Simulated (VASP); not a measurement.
Runs of VASP 6.6.1 on LiGeH3. The structure is that of space group P4mm (No. 99), or close to it. The cells are those of the table. 

| task | cell | k mesh | cutoff (eV) | gap on the mesh (eV) | pressure (GPa) | relaxed volume (Å³/atom) | largest force (eV/Å) |
| --- | --- | --- | --- | --- | --- | --- | --- |
| relaxation of cell and atoms | relaxed from a = 3.427, b = 3.427, c = 4.560 Å, 5 atoms | 6 × 6 × 4 | 600 | none | 0.0 | (a) | 0.03 |
| single point | a = 3.955, b = 3.955, c = 5.341 Å, 5 atoms | 10 × 10 × 8 | 520 | none | - | - | 0.02 |
| relaxation of cell and atoms | relaxed from a = 3.969, b = 3.969, c = 5.213 Å, 5 atoms | 10 × 10 × 8 | 600 | none | 0.0 | 16.34 | 0.01 |
| single point | a = 3.427, b = 3.427, c = 4.560 Å, 5 atoms | 6 × 6 × 4 | 520 | none | - | - | 2.79 |
| single point | a = 3.969, b = 3.969, c = 5.213 Å, 5 atoms | 6 × 6 × 4 | 520 | none | - | - | 0.01 |

Alike in all rows: level PBE; potentials or basis VASP PAW PBE potentials, release 64 (Li_sv, Ge_d, H); no spin polarisation; smearing gaussian 0.1 eV.

Question: Estimate the missing entries.

Answer: (a) 15.97.

Caveats: the cutoff is under 1.25 times the usual one of these potentials, so pressure, stress and relaxed cells hold a basis-set (Pulay) error; the volume moved by over 15 % at a fixed basis, so the end points are rough (some runs); forces of over 1 eV/Å act on the atoms, so gaps and moduli don't describe the material at rest (some runs).

A k mesh can miss the band edges, and the runs leave out spin-orbit coupling on Ge.

A gap of «none» marks levels without a gap at the run's occupations.
